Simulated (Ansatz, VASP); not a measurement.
## Mg3NiSe4 in VASP and in Ansatz

```xyz
8
Lattice="3.8415 0.0000 0.0000 -1.9208 3.3268 0.0000 0.0000 0.0000 12.4084" Properties=species:S:1:pos:R:3 pbc="T T T"
Mg    0.0000    0.0000    9.1689
Mg    0.0000    0.0000    3.2395
Mg    0.0000    0.0000    0.0000
Ni    0.0000    0.0000    6.2042
Se    0.0000    2.2179   10.7881
Se    1.9208    1.1089    1.6202
Se    0.0000    2.2179    4.8701
Se    1.9208    1.1089    7.5383
```

Alike in both runs: task single point; functional PBE; k mesh 12 × 12 × 4; occupations gaussian, width 0.01 eV; collinear spin.

|  | VASP | Ansatz |
| --- | --- | --- |
| version | VASP 6.6.1 | Ansatz 0.2.0 |
| potentials or method | VASP PAW PBE potentials, release 64 (Mg, Ni, Se), cutoff 600 eV | scalar-relativistic, plane waves, PAW |
| valence electrons in the cell | 40 | 112 |

Ansatz gave:

* gap on the k mesh at the Fermi level (eV): 0.17
* least direct gap on the mesh (eV): 0.33
* pressure (GPa): 0.0
* traceless stress, the component that is largest in VASP (GPa): -0.02
* rms of the force components (eV/Å): 0.002
* net moment per atom (μB): 0.25
* size of the moment on the site where the two differ most (μB): 1.24

Task: Estimate VASP's values.

Result: gap on the k mesh at the Fermi level (eV): 0.15; least direct gap on the mesh (eV): 0.30; pressure (GPa): -0.1; traceless stress, the component that is largest in VASP (GPa): -0.06; rms of the force components (eV/Å): 0.008; net moment per atom (μB): 0.25; size of the moment on the site where the two differ most (μB): 1.20.

Site moments also hang on the region over which each program counts them. Atom by atom the forces differ by 0.006 eV/Å (rms over components). VASP's potentials hold 40 valence electrons a cell and Ansatz's 112, so a difference there can come from the potentials and not from the codes.
